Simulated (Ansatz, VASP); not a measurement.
TaGe3W2: VASP beside Ansatz

Contents of INCAR:

```
ALGO = Fast
EDIFF = 1E-6
EDIFFG = -0.01
ENCUT = 600
GGA = PE
IBRION = 2
ISIF = 3
ISMEAR = 0
LASPH = True
LCHARG = False
LREAL = False
LWAVE = False
NELM = 60
NSW = 100
PREC = Accurate
SIGMA = 0.1
```

KPOINTS

```
k-points
0
Gamma
  6 6 4
```

The input POSCAR:

```
TaGe3W2
1.0
    5.4656993924      0.0000000000      0.0000000000
   -2.7328496962      4.7334345232      0.0000000000
    0.0000000000      0.0000000000      7.6065855514
Ta Ge W
2 6 4
Direct
    0.0000000000      0.0000000000      0.5000000000
    0.0000000000      0.0000000000      0.0000000000
    0.3392659673      0.0000000000      0.2500000000
    0.6607340327      0.0000000000      0.7500000000
    0.0000000000      0.3392659673      0.2500000000
    0.0000000000      0.6607340327      0.7500000000
    0.6607340327      0.6607340327      0.2500000000
    0.3392659673      0.3392659673      0.7500000000
    0.6666666667      0.3333333333      0.5000000000
    0.3333333333      0.6666666667      0.0000000000
    0.3333333333      0.6666666667      0.5000000000
    0.6666666667      0.3333333333      0.0000000000
```

Input for Ansatz:

```yaml
crystal:
  lattice:
    - [5.4656993924, 0.0, 0.0]
    - [-2.7328496962, 4.7334345232, 0.0]
    - [0.0, 0.0, 7.6065855514]
  atoms:
    - { symbol: Ta, position: [0.0, 0.0, 0.5] }
    - { symbol: Ta, position: [0.0, 0.0, 0.0] }
    - { symbol: Ge, position: [0.3392659673, 0.0, 0.25] }
    - { symbol: Ge, position: [0.6607340327, 0.0, 0.75] }
    - { symbol: Ge, position: [0.0, 0.3392659673, 0.25] }
    - { symbol: Ge, position: [0.0, 0.6607340327, 0.75] }
    - { symbol: Ge, position: [0.6607340327, 0.6607340327, 0.25] }
    - { symbol: Ge, position: [0.3392659673, 0.3392659673, 0.75] }
    - { symbol: W, position: [0.6666666667, 0.3333333333, 0.5] }
    - { symbol: W, position: [0.3333333333, 0.6666666667, 0.0] }
    - { symbol: W, position: [0.3333333333, 0.6666666667, 0.5] }
    - { symbol: W, position: [0.6666666667, 0.3333333333, 0.0] }
basis:
  ecutwfc: 420
kpoints:
  mp_grid: { grid: [6, 6, 4] }
hamiltonian:
  xc: pbe
scf:
  occupations: { method: gaussian, width: 0.1 }
output:
  forces: true
  stress: true
  eigenvalues: true
relax:
  adjacent_minimum: "off"
  f_tol: 0.01
  max_steps: 80
  cell: { stress_tol: 0.05 }
```

Alike in both runs: task relaxation of cell and atoms; functional PBE; k mesh 6 × 6 × 4; occupations gaussian, width 0.1 eV; no spin polarisation.

|  | VASP | Ansatz |
| --- | --- | --- |
| version | VASP 6.6.1 | Ansatz 0.2.0 |
| potentials or method | VASP PAW PBE potentials, release 64 (Ta_pv, Ge_d, W_sv), cutoff 600 eV | scalar-relativistic, plane waves, PAW |
| valence electrons in the cell | 162 | 166 |

Ansatz gave:

| Item | Value |
| --- | --- |
| gap on the k mesh at the Fermi level, each at its own relaxed structure (eV) | none |
| relaxed volume (Å³/atom) | 16.32 |
| relaxed length of the cell vector where the two differ most in proportion (Å) | 7.681 |

Question: Which values does VASP return?

Answer: gap on the k mesh at the Fermi level, each at its own relaxed structure (eV): none; relaxed volume (Å³/atom): 16.34; relaxed length of the cell vector where the two differ most in proportion (Å): 7.685.

A gap of «none» marks a metal or a gap that the smearing closes. VASP's potentials hold 162 valence electrons a cell and Ansatz's 166, so a difference there can come from the potentials and not from the codes.

Neither program's run includes spin-orbit coupling.
